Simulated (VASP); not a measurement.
Input of a VASP 6.6.1 run:

The input INCAR:

```
SYSTEM = AlRu
  PREC = Accurate
  ENCUT = 520
  EDIFF = 1E-6
  ISMEAR = -1
  SIGMA = 0.05
  LREAL = .False.
  LASPH = .True.
  NELM = 80
  ALGO = Normal
  ISIF = 2
  LWAVE = .False.
  LCHARG = .False.
  GGA = PS
  NBANDS = 16
```

File KPOINTS:

```
regular mesh
0
Gamma
  12 12 12
  0 0 0
```

The input POSCAR:

```
AlRu
1.0
    3.0309676725      0.0000000000      0.0000000000
    0.0000000000      3.0309676725      0.0000000000
    0.0000000000      0.0000000000      3.0309676725
Al Ru
1 1
Direct
    0.0000000000      0.0000000000      0.0000000000
    0.5000000000      0.5000000000      0.5000000000
```

Potentials or basis: VASP PAW PBE potentials, release 64 (Al, Ru_pv).

Launch:

```console
$ cat potpaw_PBE.64/Al/POTCAR potpaw_PBE.64/Ru_pv/POTCAR > POTCAR
$ mpirun -np 1 vasp_std > vasp.out
```

Estimate the pressure.

-10.7 GPa.

Caveat: the PAW data sets were made with another functional, which shifts forces and pressure a little.
